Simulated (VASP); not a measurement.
# Dy (P6_3/mmc) in VASP: electric field gradients with r2SCAN

Aim: the electric field gradients of Dy with r2SCAN.

All numbers are computed with VASP 6.6.1; they aren't measurements. Logs are shortened: lines on timing, memory, paths and dates and some standing lists are left out, and cuts for length are marked.

## 1. The cell of the first run

The structure is hexagonal, space group P6_3/mmc (No. 194). The conventional cell has a = 3.641 Å, b = 3.641 Å, c = 5.576 Å, α = 90.00°, β = 90.00°, γ = 120.00°. Within 4.6 Å of Dy (site symmetry -6m2) lie 12 Dy at 3.49 to 3.64 Å.

## 2. Electric field gradients, r2SCAN, collinear spin, ferromagnetic start

POSCAR reads:

```
Dy
1.0
    3.6406219816      0.0000000000      0.0000000000
   -1.8203109908      3.1528711216      0.0000000000
    0.0000000000      0.0000000000      5.5764365100
Dy
2
Direct
    0.3333333333      0.6666666667      0.2500000000
    0.6666666667      0.3333333333      0.7500000000
```

INCAR.step1 reads:

```
PREC = Accurate ; ENCUT = 520
ISMEAR = -1 ; SIGMA = 0.03
LREAL = F ; LASPH = T
NELM = 150 ; ISPIN = 2
MAGMOM = 5 5 ; LMAXMIX = 6
NBANDS = 31 ; GGA = PE
ALGO = Normal ; EDIFF = 1E-4
LWAVE = T ; LCHARG = F
```

INCAR.step2 reads:

```
PREC = Accurate ; ENCUT = 520
EDIFF = 1E-8 ; ISMEAR = -1
SIGMA = 0.03 ; LREAL = F
LASPH = T ; NELM = 150
ALGO = Normal ; ISIF = 2
LWAVE = F ; LCHARG = F
ISPIN = 2 ; MAGMOM = 5 5
LORBIT = 11 ; LMAXMIX = 6
METAGGA = R2SCAN ; LMIXTAU = T
LEFG = T ; NBANDS = 31
ISTART = 1
```

KPOINTS reads:

```
Automatic mesh
0
Gamma
  12 12 7
```

Potentials or basis: VASP PAW PBE potentials, release 64 (Dy).

Command:

```bash
cat potpaw_PBE.64/Dy/POTCAR > POTCAR
cp INCAR.step1 INCAR
mpirun -np 1 vasp_std > vasp.out
cp INCAR.step2 INCAR
mpirun -np 1 vasp_std > vasp.out
```

OUTCAR:

```text
PREC = Accurate
   ENCUT = 520
   EDIFF = 1E-8
   ISMEAR = -1
   LREAL = F
   LASPH = T
   NELM = 150
   ISIF = 2
   ISPIN = 2
   LORBIT = 11
   METAGGA = R2SCAN
   ISTART = 1

 ion  position               nearest neighbor table
   1  0.333  0.667  0.250-   2 3.49   2 3.49   2 3.49   2 3.49   2 3.49   2 3.49
   2  0.667  0.333  0.750-   1 3.49   1 3.49   1 3.49   1 3.49   1 3.49   1 3.49

  LATTYP: Found a hexagonal cell.
 ALAT       =     3.6406219816
 C/A-ratio  =     1.5317263199

  Lattice vectors:

 A1 = (   3.6406219816,   0.0000000000,   0.0000000000)
 A2 = (  -1.8203109908,   3.1528711216,   0.0000000000)
 A3 = (   0.0000000000,   0.0000000000,   5.5764365100)

Analysis of symmetry for initial positions (statically):
=====================================================================
 Subroutine PRICEL returns:
 Original cell was already a primitive cell.

 Routine SETGRP: Setting up the symmetry group for a
 hexagonal supercell.

 Subroutine GETGRP returns: Found 24 space group operations
 (whereof 12 operations were pure point group operations)
 out of a pool of 24 trial point group operations.

The static configuration has the point symmetry D_3d.
 The point group associated with its full space group is D_6h.

Analysis of symmetry for dynamics (positions and initial velocities):
=====================================================================
 Subroutine PRICEL returns:
 Original cell was already a primitive cell.

 Routine SETGRP: Setting up the symmetry group for a
 hexagonal supercell.

 Subroutine GETGRP returns: Found 24 space group operations
 (whereof 12 operations were pure point group operations)
 out of a pool of 24 trial point group operations.

The dynamic configuration has the point symmetry D_3d.
 The point group associated with its full space group is D_6h.

Analysis of structural, dynamic, and magnetic symmetry:
=====================================================================
 Subroutine PRICEL returns:
 Original cell was already a primitive cell.

 Routine SETGRP: Setting up the symmetry group for a
 hexagonal supercell.

 Subroutine GETGRP returns: Found 24 space group operations
 (whereof 12 operations were pure point group operations)
 out of a pool of 24 trial point group operations.

The overall configuration has the point symmetry D_3d.
 The point group associated with its full space group is D_6h.

 Subroutine INISYM returns: Found 24 space group operations
 (whereof 12 operations are pure point group operations),
 and found     1 'primitive' translations

----------------------------------------------------------------------------------------

                                     Primitive cell

  volume of cell :      64.0086

  direct lattice vectors                    reciprocal lattice vectors
     3.640621982  0.000000000  0.000000000     0.274678339  0.158585613  0.000000000
    -1.820310991  3.152871122  0.000000000     0.000000000  0.317171226  0.000000000
     0.000000000  0.000000000  5.576436510     0.000000000  0.000000000  0.179325990

  length of vectors
     3.640621982  3.640621982  5.576436510     0.317171226  0.317171226  0.179325990

  position of ions in fractional coordinates (direct lattice)
     0.333333333  0.666666667  0.250000000
     0.666666667  0.333333333  0.750000000

  ion indices of the primitive-cell ions
   primitive index   ion index
                 1           1
                 2           2

----------------------------------------------------------------------------------------

 KPOINTS: Automatic mesh

Automatic generation of k-mesh.
 Grid dimensions read from file:
 generate k-points for:   12   12    7

 Generating k-lattice:

  Cartesian coordinates                     Fractional coordinates (reciprocal lattice)
     0.022889862  0.013215468  0.000000000     0.083333333  0.000000000  0.000000000
     0.000000000  0.026430936  0.000000000     0.000000000  0.083333333  0.000000000
     0.000000000  0.000000000  0.025617999     0.000000000  0.000000000  0.142857143

  Length of vectors
     0.026430936  0.026430936  0.025617999

  Shift w.r.t. Gamma in fractional coordinates (k-lattice)
     0.000000000  0.000000000  0.000000000

 Subroutine IBZKPT returns following result:
 ===========================================

 Found     76 irreducible k-points:

 Following reciprocal coordinates:
            Coordinates               Weight
  0.000000  0.000000  0.000000      1.000000
  0.083333  0.000000  0.000000      6.000000
  0.166667 -0.000000  0.000000      6.000000
  0.250000  0.000000  0.000000      6.000000
  0.333333  0.000000  0.000000      6.000000
  0.416667  0.000000  0.000000      6.000000
[... 16 lines left out ...]
  0.250000  0.000000  0.142857     12.000000
  0.333333  0.000000  0.142857     12.000000
 [... further k-points ...]
   k-points           NKPTS =     76   k-points in BZ     NKDIM =     76   number of bands    NBANDS=     31
   number of dos      NEDOS =    301   number of ions     NIONS =      2
   total plane-waves  NPLWV =  32928
   dimension x,y,z NGX =    28 NGY =   28 NGZ =   42
   dimension x,y,z NGXF=    56 NGYF=   56 NGZF=   84
   ions per type =               2
   NGX,Y,Z   is equivalent  to a cutoff of  12.79, 12.79, 12.52 a.u.
   NGXF,Y,Z  is equivalent  to a cutoff of  25.57, 25.57, 25.04 a.u.
 SYSTEM =  unknown system
   PREC   = accura    normal or accurate (medium, high low for compatibility)
   ISTART =      1    job   : 0-new  1-cont  2-samecut
   ICHARG =      0    charge: 1-file 2-atom 10-const
   ISPIN  =      2    spin polarized calculation?
   LNONCOLLINEAR =      F non collinear calculations
   LSORBIT =      F    spin-orbit coupling
   LASPH  =      T    aspherical Exc in radial PAW
   ENCUT  =  520.0 eV  38.22 Ry    6.18 a.u.   6.77  6.77 10.37*2*pi/ulx,y,z
   NELM   =    150;   NELMIN=  2; NELMDL=  0     # of ELM steps
   EDIFF  = 0.1E-07   stopping-criterion for ELM
   LREAL  =      F    real-space projection
   EDIFFG = 0.1E-06   stopping-criterion for IOM
   NSW    =      0    number of steps for IOM
   IBRION =     -1    ionic relax: 0-MD 1-quasi-New 2-CG
   NFREE  =      0    steps in history (QN), initial steepest desc. (CG)
   ISIF   =      2    stress and relaxation
   ISYM   =      2    0-nonsym 1-usesym 2-fastsym
   POTIM  = 0.5000    time-step for ionic-motion
   TEBEG  =    0.0;   TEEND  =   0.0 temperature during run
   PSTRESS=    0.0 pullay stress
   NELECT =      40.0000    total number of electrons
   NUPDOWN=      -1.0000    fix difference up-down
   EMIN   =  10.00;   EMAX   =-10.00  energy-range for DOS
   EFERMI =   0.00;   METHOD = LEGACY
   ISMEAR =    -1;   SIGMA  =   0.03  broadening in eV -4-tet -1-fermi 0-gaus
   EFERMI_NEDOS =   21; number of points for ismear=-14 and -15
   IALGO  =     38    algorithm
   IMIX   =      4    mixing-type and parameters
     AMIX     =   0.40;   BMIX     =  1.00
     AMIX_MAG =   1.60;   BMIX_MAG =  1.00
  volume/ion in A,a.u.               =      32.00       215.98
  Fermi-wavevector in a.u.,A,eV,Ry     =   1.399637  2.644930 26.653578  1.958983
  Thomas-Fermi vector in A             =   2.522676
   LORBIT       =     11    0 simple, 1 ext, 2 COOP (PROOUT), +10 PAW based schemes
   METAGGA = R2SCAN    functional components
   LHFCALC =     F    Hartree Fock is set to
   AEXX    =    0.0000 exact exchange contribution
   IVDW    =     0    specifies the selected vdW correction
   LEPSILON=     F    determine dielectric tensor
   LRPA    =     F    only Hartree local field effects (RPA)
 spin polarized calculation
  energy-cutoff  :      520.00
  volume of cell :       64.01
 maximum number of plane-waves:      1749
 NGX is ok and might be reduce to    28
   NGX = 13   NGY = 13   NGZ = 21

 number of electron      40.0000013 magnetization      11.0803897

 Free energy of the ion-electron system (eV)
  ---------------------------------------------------
  ext. energy  EPLUGINS =         0.00000000
  ---------------------------------------------------
  free energy    TOTEN  =       -75.69713150 eV

  energy without entropy =      -75.67543195  energy(sigma->0) =      -75.68628173

 E-fermi :   2.6710     XC(G=0): -10.7871

 val. band max:        2.6683456800   @ k =   0.2500   0.2500   0.4286
 cond. band min:       2.6736320407   @ k =   0.1667   0.0833   0.0000
 fundamental gap:      0.0052863607
 Fermi energy:         2.6710360341

 spin component 1

 k-point     1 :       0.0000    0.0000    0.0000
  band No.  band energies     occupation
      1     -46.7699      1.00000
      2     -46.6981      1.00000
      3     -22.3846      1.00000
      4     -21.6414      1.00000
      5     -21.5427      1.00000
      6     -21.5426      1.00000
[... 23 lines left out ...]
     30       5.2844      0.00000
     31       5.5407      0.00000
[... 751 lines left out ...]
      1     -46.7321      1.00000
      2     -46.6948      1.00000
      3     -22.1874      1.00000
      4     -21.8676      1.00000
      5     -21.8146      1.00000
      6     -21.6737      1.00000
[... 23 lines left out ...]
     30       6.8643      0.00000
     31       7.1846      0.00000

 [... further k-points ...]

 spin component 2

 k-point     1 :       0.0000    0.0000    0.0000
  band No.  band energies     occupation
      1     -43.9643      1.00000
      2     -43.8817      1.00000
      3     -20.3500      1.00000
      4     -19.5755      1.00000
      5     -19.5755      1.00000
      6     -19.5179      1.00000
[... 23 lines left out ...]
     30       6.4239      0.00000
     31       6.7440      0.00000
[... 751 lines left out ...]
      1     -43.9202      1.00000
      2     -43.8775      1.00000
      3     -20.1409      1.00000
      4     -19.9080      1.00000
      5     -19.8333      1.00000
      6     -19.6855      1.00000
[... 23 lines left out ...]
     30       7.9901      0.00000
     31       8.3465      0.00000

 [... further k-points ...]
[... 5 lines left out ...]
  --------------------------------------------------------------------------------------
  -------------------------------------------------------------------------------------
  Total        0.1234464      0.1234464      1.6667321      0.0000000      0.0000000      0.0000000
  in kB        3.0899421      3.0899421     41.7193762      0.0000000      0.0000000      0.0000000
  external PRESSURE =      15.9664201 kB  Pullay stress =       0.0000000 kB

 VOLUME and BASIS-vectors are now :
 -----------------------------------------------------------------------------
  energy-cutoff  :      520.00
  volume of cell :       64.01
      direct lattice vectors                 reciprocal lattice vectors
     3.640621982  0.000000000  0.000000000     0.274678339  0.158585613  0.000000000
    -1.820310991  3.152871122  0.000000000     0.000000000  0.317171226  0.000000000
     0.000000000  0.000000000  5.576436510     0.000000000  0.000000000  0.179325990

 POSITION                                       TOTAL-FORCE (eV/Angst)
 -----------------------------------------------------------------------------------
     -0.00000      2.10191      1.39411        -0.000000     -0.000000      0.000000
      1.82031      1.05096      4.18233         0.000000      0.000000      0.000000
 -----------------------------------------------------------------------------------
    total drift:                               -0.000000      0.000000     -0.000000

  FREE ENERGIE OF THE ION-ELECTRON SYSTEM (eV)
  ---------------------------------------------------
  free  energy   TOTEN  =       -75.6971315046 eV

  energy  without entropy=      -75.6754319506  energy(sigma->0) =      -75.68628173

 Electric field gradients (V/A^2)
---------------------------------------------------------------------
 ion       V_xx      V_yy      V_zz      V_xy      V_xz      V_yz
---------------------------------------------------------------------
   1     -70.178   -70.177   140.356     0.001     0.000    -0.000
   2     -70.178   -70.177   140.356     0.001    -0.000     0.000
---------------------------------------------------------------------

 Electric field gradients after diagonalization (V/A^2)
 (convention: |V_zz| > |V_xx| > |V_yy|)
----------------------------------------------------------------------
 ion       V_xx      V_yy      V_zz     asymmetry (V_yy - V_xx)/ V_zz
----------------------------------------------------------------------
   1     -70.179   -70.177   140.356       0.000
   2     -70.179   -70.177   140.356       0.000
----------------------------------------------------------------------

           NMR quadrupolar parameters

 Cq : quadrupolar parameter    Cq=e*Q*V_zz/h
 eta: asymmetry parameters     (V_yy - V_xx)/ V_zz
 Q  : nuclear electric quadrupole moment in mb (millibarn)
----------------------------------------------------------------------
 ion       Cq(MHz)       eta       Q (mb)
----------------------------------------------------------------------
   1       0.339       0.000       1.000
   2       0.339       0.000       1.000
----------------------------------------------------------------------

 total charge

# of ion       s       p       d       f       tot
--------------------------------------------------
    1        2.158   5.808   0.558   9.116  17.641
    2        2.158   5.808   0.558   9.116  17.641
--------------------------------------------------
tot          4.316  11.617   1.117  18.232  35.281

 magnetization (x)

# of ion       s       p       d       f       tot
--------------------------------------------------
    1        0.020  -0.037   0.223   4.782   4.986
    2        0.020  -0.037   0.223   4.782   4.986
--------------------------------------------------
tot          0.039  -0.075   0.445   9.563   9.972
```

Run time: 36 min. Hardware: 1 thread of Intel Xeon 6975P-C, shared host; peak memory 0.39 GiB.

What came out:

```
Free energy                                           : -75.6971 eV
Pressure                                              : 1.6 GPa
Net moment                                            : 11.08 μB per cell
Site moments                                          : Dy +4.99 μB
Valence electrons inside the program's atomic spheres : Dy 17.64
```

Electric field gradients, principal values (V/Å²):
```csv
atom,least,middle,greatest (by size)
1 Dy,-70.177,-70.179,140.356
2 Dy,-70.177,-70.179,140.356
```

Caveat: the magnetic or orbital state may not be the lowest; without QUAD_EFG the Cq values of the log hold for a quadrupole moment of 1 mb, not for the nuclei; the PAW data sets were made with another functional, which shifts forces and pressure a little; spin-orbit coupling is left out, which moves the levels of the heavy elements.
